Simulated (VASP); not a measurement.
A run of VASP 6.6.1:

INCAR

```
SYSTEM = ZrPt
  ALGO = Normal
  EDIFF = 1E-8
  ENCUT = 520
  ISIF = 2
  ISMEAR = -1
  LASPH = .TRUE.
  LCHARG = .FALSE.
  LEFG = .TRUE.
  LREAL = .FALSE.
  LWAVE = .FALSE.
  NBANDS = 30
  NELM = 60
  PREC = Accurate
  SIGMA = 0.05
```

Contents of KPOINTS:

```
k-points
0
G
  11 11 9
  0 0 0
```

Contents of POSCAR:

```
ZrPt
1.0
    1.7166625600     -5.2034075150      0.0000000000
    1.7166625600      5.2034075150      0.0000000000
    0.0000000000      0.0000000000      4.2824315000
Zr Pt
2 2
Direct
    0.8587498400      0.1412501600      0.7500000000
    0.1412501600      0.8587498400      0.2500000000
    0.5922648800      0.4077351200      0.7500000000
    0.4077351200      0.5922648800      0.2500000000
```

Potentials or basis: VASP PAW LDA potentials, release 64 (Zr_sv, Pt).

Run with:

```sh
$ cat potpaw_LDA.64/Zr_sv/POTCAR potpaw_LDA.64/Pt/POTCAR > POTCAR
$ mpirun -np 1 vasp_std > vasp.out
```

Hardware: 1 thread of Intel(R) Xeon(R) Platinum 8259CL CPU @ 2.50GHz (Skylake/Cascade Lake) (shared host).

Q: Estimate the wall time of this run.

A: It took 8.6 min on 1 thread of Intel(R) Xeon(R) Platinum 8259CL CPU @ 2.50GHz (Skylake/Cascade Lake), on a shared host, peak memory 0.46 GiB. Counts: scf iterations 15, k points 180.
